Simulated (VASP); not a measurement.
# SnTe (F-43m) in VASP: a series of runs, part 2 of 2

VASP 6.6.1. The steps go on from the part before.

## (4) Relaxation of cell and atoms, LDA, target pressure 20 GPa, at which the enthalpy is minimised

The input, INCAR:

```
SYSTEM = SnTe
PREC     = Accurate       ! precision mode
ENCUT    = 600            ! plane-wave cutoff, eV
EDIFF    = 1E-6           ! SCF threshold, eV
ISMEAR   = -1             ! smearing method
SIGMA    = 0.05           ! smearing width, eV
LREAL    = .FALSE.        ! projectors in reciprocal space
LASPH    = .TRUE.         ! aspherical terms in the spheres
NELM     = 100            ! most SCF steps
ALGO     = Normal         ! electronic algorithm
ISIF     = 3              ! what is computed and relaxed
LWAVE    = .FALSE.        ! write WAVECAR
LCHARG   = .FALSE.        ! write CHGCAR
GGA      = CA             ! functional
IBRION   = 2              ! ionic algorithm
NSW      = 80             ! ionic steps
EDIFFG   = -0.02          ! ionic threshold
PSTRESS  = 200.0
```

The input, KPOINTS:

```
Automatic mesh
0
G
  6 6 6
  0 0 0
```

The input, POSCAR:

```
SnTe
1.0
    0.0000000000      3.6111460000      3.6111460000
    3.6111460000      0.0000000000      3.6111460000
    3.6111460000      3.6111460000      0.0000000000
Sn Te
1 1
Direct
    0.0000000000      0.0000000000      0.0000000000
    0.7500000000      0.7500000000      0.7500000000
```

Potentials or basis: VASP PAW LDA potentials, release 64 (Sn_d, Te).

Launch:

```
$ cat potpaw_LDA.64/Sn_d/POTCAR potpaw_LDA.64/Te/POTCAR > POTCAR
$ mpirun -np 1 vasp_std > vasp.out
```

OUTCAR:

```text
SYSTEM = SnTe
   PREC = Accurate
   ENCUT = 600
   EDIFF = 1E-6
   ISMEAR = -1
   LREAL = .FALSE.
   LASPH = .TRUE.
   NELM = 100
   ISIF = 3
   GGA = CA
   IBRION = 2
   NSW = 80
   EDIFFG = -0.02
   PSTRESS = 200.0

 ion  position               nearest neighbor table
   1  0.000  0.000  0.000-   2 3.13   2 3.13   2 3.13   2 3.13
   2  0.750  0.750  0.750-   1 3.13   1 3.13   1 3.13   1 3.13

  LATTYP: Found a face centered cubic cell.
 ALAT       =     7.2222920000

  Lattice vectors:

 A1 = (   0.0000000000,   3.6111460000,   3.6111460000)
 A2 = (   3.6111460000,   0.0000000000,   3.6111460000)
 A3 = (   3.6111460000,   3.6111460000,   0.0000000000)

Analysis of symmetry for initial positions (statically):
=====================================================================
 Subroutine PRICEL returns:
 Original cell was already a primitive cell.

 Routine SETGRP: Setting up the symmetry group for a
 face centered cubic supercell.

 Subroutine GETGRP returns: Found 24 space group operations
 (whereof 24 operations were pure point group operations)
 out of a pool of 48 trial point group operations.

The static configuration has the point symmetry T_d .

Analysis of symmetry for dynamics (positions and initial velocities):
=====================================================================
 Subroutine PRICEL returns:
 Original cell was already a primitive cell.

[... 118 lines left out ...]
     AMIX_MAG =   1.60;   BMIX_MAG =  1.00
  volume/ion in A,a.u.               =      47.09       317.78
  Fermi-wavevector in a.u.,A,eV,Ry     =   0.976704  1.845704 12.979296  0.953951
  Thomas-Fermi vector in A             =   2.107344
   LORBIT       =      0    0 simple, 1 ext, 2 COOP (PROOUT), +10 PAW based schemes
   GGA     = CA    functional components
   LHFCALC =     F    Hartree Fock is set to
   AEXX    =    0.0000 exact exchange contribution
   IVDW    =     0    specifies the selected vdW correction
   LEPSILON=     F    determine dielectric tensor
   LRPA    =     F    only Hartree local field effects (RPA)
 conjugate gradient relaxation of ions
 non-spin polarized calculation
  energy-cutoff  :      600.00
  volume of cell :       94.18
 maximum number of plane-waves:      3158
 NGX is ok and might be reduce to    42
   NGX = 21   NGY = 21   NGZ = 21

--------------------------------------- Ionic step        1  -------------------------------------------

 number of electron      20.0000000 magnetization

 Free energy of the ion-electron system (eV)
  ---------------------------------------------------
  ext. energy  EPLUGINS =         0.00000000
  ---------------------------------------------------
  free energy    TOTEN  =        -7.99533336 eV

  energy without entropy =       -7.99279726  energy(sigma->0) =       -7.99406531

 E-fermi :   2.8778     XC(G=0):  -7.8066

 val. band max:        2.7459206166   @ k =  -0.3333   0.5000   0.1667
 cond. band min:       2.9395067403   @ k =   0.5000   0.5000   0.0000
 fundamental gap:      0.1935861236
 Fermi energy:         2.8777698379
[... 700 lines left out ...]
--------------------------------------- Ionic step        5  -------------------------------------------

 number of electron      20.0000002 magnetization

 Free energy of the ion-electron system (eV)
  ---------------------------------------------------
  ext. energy  EPLUGINS =         0.00000000
  ---------------------------------------------------
  free energy    TOTEN  =        -6.86369164 eV

  energy without entropy =       -6.84752546  energy(sigma->0) =       -6.85560855

 E-fermi :   7.7175     XC(G=0):  -9.6625

 val. band max:        7.6911910198   @ k =  -0.3333   0.3333   0.1667
 cond. band min:       7.7335756451   @ k =  -0.3333   0.5000   0.1667
 fundamental gap:      0.0423846253
 Fermi energy:         7.7174686406
[... 303 lines left out ...]
  energy  without entropy=       -6.8475254586  energy(sigma->0) =       -6.85560855

  enthalpy is  TOTEN    =         0.7086573117 eV   P V=        7.5723489500

 reached required accuracy - stopping structural energy minimisation
```

OSZICAR:

```text
N       E                     dE             d eps       ncg     rms          rms(c)
DAV:   1     0.123084626023E+03    0.12308E+03   -0.10064E+04   448   0.156E+03
DAV:   2     0.335715883732E+01   -0.11973E+03   -0.11796E+03   466   0.339E+02
DAV:   3    -0.781656705137E+01   -0.11174E+02   -0.10988E+02   598   0.101E+02
[... 53 lines left out ...]
DAV:   3    -0.686680846412E+01    0.36352E-01   -0.82134E-02   550   0.514E+00    0.263E-01
DAV:   4    -0.686435431018E+01    0.24542E-02   -0.58675E-03   672   0.841E-01    0.361E-01
DAV:   5    -0.686373154546E+01    0.62276E-03   -0.32194E-04   664   0.183E-01    0.105E-01
DAV:   6    -0.686369233151E+01    0.39214E-04   -0.60197E-05   570   0.114E-01    0.142E-02
DAV:   7    -0.686369163831E+01    0.69320E-06   -0.25731E-06   376   0.121E-02
   5 F= 0.70865731E+00 E0= 0.71674040E+00  d E =-.305269E+01
```

CONTCAR:

```text
SnTe
   1.00000000000000
     0.0000000000000000    3.1186052333431045    3.1186052333431045
     3.1186052333431045    0.0000000000000000    3.1186052333431045
     3.1186052333431045    3.1186052333431045    0.0000000000000000
  Sn              Te
     1     1
Direct
     0.0000000000000000    0.0000000000000000    0.0000000000000000
     0.7500000000000000    0.7500000000000000    0.7500000000000000

  0.00000000E+00  0.00000000E+00  0.00000000E+00
  0.00000000E+00  0.00000000E+00  0.00000000E+00
```

It took 56 s on 1 thread of Intel Xeon 6975P-C (Granite Rapids), shared host; peak memory 0.25 GiB.

What came out:

| Property | Result |
| --- | --- |
| Free energy | -6.8637 eV |
| Relaxed volume | 30.33 Å³/atom |
| Relaxed cell | a = 4.410 Å, b = 4.410 Å, c = 4.410 Å, α = 60.00°, β = 60.00°, γ = 60.00° |
| Space group after relaxing (to 0.05 Å) | F-43m (No. 216) |
| Energy change on relaxing (the enthalpy is what falls) | +565.8 meV/atom |
| Ionic steps | 5 |
| Pressure after relaxing | 20.0 GPa |
| Band gap on the k mesh | zero (band 10 reaches 7.73 eV, above the bottom of band 11 at 6.60 eV) |

The path:
| step | energy change (eV) | largest force (eV/Å) | pressure (GPa) | volume (Å³) |
| --- | --- | --- | --- | --- |
| 1 | 0.0000 | 0.0000 | -2.16 | 94.18 |
| 2 | 17.7903 | 0.0000 | 271.52 | 30.38 |
| 3 | 0.7004 | 0.0000 | 14.36 | 64.70 |
| 4 | 0.8907 | 0.0000 | 16.92 | 62.75 |
| 5 | 1.1316 | 0.0000 | 20.05 | 60.66 |

Final structure:
```cif
data_structure
_symmetry_space_group_name_H-M 'P 1'
_symmetry_Int_Tables_number 1
_cell_length_a 4.4104
_cell_length_b 4.4104
_cell_length_c 4.4104
_cell_angle_alpha 60.000
_cell_angle_beta 60.000
_cell_angle_gamma 60.000
_cell_volume 60.66
loop_
_atom_site_label
_atom_site_type_symbol
_atom_site_fract_x
_atom_site_fract_y
_atom_site_fract_z
_atom_site_occupancy
Sn1 Sn 0.00000 0.00000 0.00000 1
Te1 Te 0.75000 0.75000 0.75000 1
```

Caveat: the cell is relaxed towards a set pressure, so the enthalpy falls and the energy may rise; the volume moved by over 15 % at a fixed basis, so the end points are rough; spin-orbit coupling is left out, which moves the levels of the heavy elements.

## (5) Relaxation of cell and atoms, LDA, target pressure 30 GPa, at which the enthalpy is minimised

The input, INCAR:

```
PREC = Accurate
ENCUT = 600
EDIFF = 1E-7
ISMEAR = -1
SIGMA = 0.05
LREAL = False
LASPH = True
NELM = 100
ALGO = Normal
ISIF = 3
LWAVE = False
LCHARG = False
GGA = CA
IBRION = 2
NSW = 80
EDIFFG = -0.02
PSTRESS = 300.0
```

The input, KPOINTS:

```
regular mesh
0
Gamma
  6 6 6
```

POSCAR is that of step 4.

Launch:

```
$ cat potpaw_LDA.64/Sn_d/POTCAR potpaw_LDA.64/Te/POTCAR > POTCAR
$ mpirun -np 1 vasp_std > vasp.out
```

Wall time 1.9 min (1 thread of Intel Xeon 6975P-C (Granite Rapids), shared host); peak memory 0.27 GiB.

Results (log left out):

```
Free energy                                            : -6.0320 eV
Relaxed volume                                         : 27.64 Å³/atom
Relaxed cell                                           : a = 4.276 Å, b = 4.276 Å, c = 4.276 Å, α = 60.00°, β = 60.00°, γ = 60.00°
Space group after relaxing (to 0.05 Å)                 : F-43m (No. 216)
Energy change on relaxing (the enthalpy is what falls) : +981.6 meV/atom
Ionic steps                                            : 9
Pressure after relaxing                                : 30.1 GPa
Band gap on the k mesh                                 : zero (band 10 reaches 9.06 eV, above the bottom of band 11 at 7.56 eV)
```

The path:
| step | energy change (eV) | largest force (eV/Å) | pressure (GPa) | volume (Å³) |
| --- | --- | --- | --- | --- |
| 1 | 0.0000 | 0.0000 | -2.15 | 94.18 |
| 2 | 96.3440 | 0.0000 | 2077.31 | 15.17 |
| 3 | -0.0493 | 0.0000 | 1.03 | 83.19 |
| 4 | 0.0803 | 0.0000 | 4.78 | 75.65 |
| 5 | 2.5647 | 0.0000 | 37.03 | 52.40 |
| 6 | 1.8716 | 0.0000 | 28.98 | 55.78 |
| 7 | 1.9893 | 0.0000 | 30.32 | 55.15 |
| 8 | 1.9182 | 0.0000 | 29.57 | 55.53 |
| 9 | 1.9633 | 0.0000 | 30.08 | 55.29 |

Final structure:
```
Sn Te
1.0
     0.00000    3.02364    3.02364
     3.02364    0.00000    3.02364
     3.02364    3.02364    0.00000
Sn Te
1 1
Direct
  0.00000 0.00000 0.00000
  0.75000 0.75000 0.75000
```

Levels at points of the mesh, in eV from the Fermi level:
```
           k point  band 6  band 7  band 8  band 9  band 10  band 11  band 12  band 13  band 14
(0.00, 0.00, 0.00)  -15.51   -3.34   -3.34   -3.34    -3.31     0.19     0.19     0.19     3.68
(0.50, 0.00, 0.00)  -13.97   -9.67   -4.45   -4.45    -2.45     1.25     1.25     4.04     6.43
(0.50, 0.50, 0.00)  -13.25  -10.10   -5.82   -5.82    -1.48    -1.45     6.07     6.07     7.01
```

Caveat: the cell is relaxed towards a set pressure, so the enthalpy falls and the energy may rise; the volume moved by over 15 % at a fixed basis, so the end points are rough; spin-orbit coupling is left out, which moves the levels of the heavy elements.

## (6) Overview

| cell | gap on the mesh (eV) | pressure (GPa) |
| --- | --- | --- |
| relaxed | none | 0.0 |
| relaxed to 10 GPa | none | 10.0 |
| relaxed to 20 GPa | none | 20.0 |
| relaxed to 30 GPa | none | 30.1 |

Alike in all rows: task relaxation of cell and atoms; level LDA; potentials or basis VASP PAW LDA potentials, release 64 (Sn_d, Te); no spin polarisation; k mesh 6 × 6 × 6; cutoff (eV) 600; smearing fermi-dirac 0.05 eV.

Caveats: spin-orbit coupling is left out, which moves the levels of the heavy elements; the cell is relaxed towards a set pressure, so the enthalpy falls and the energy may rise (some runs); the volume moved by over 15 % at a fixed basis, so the end points are rough (some runs).

Total energies depend on the potentials used, so only differences within one code and one set of settings carry meaning.
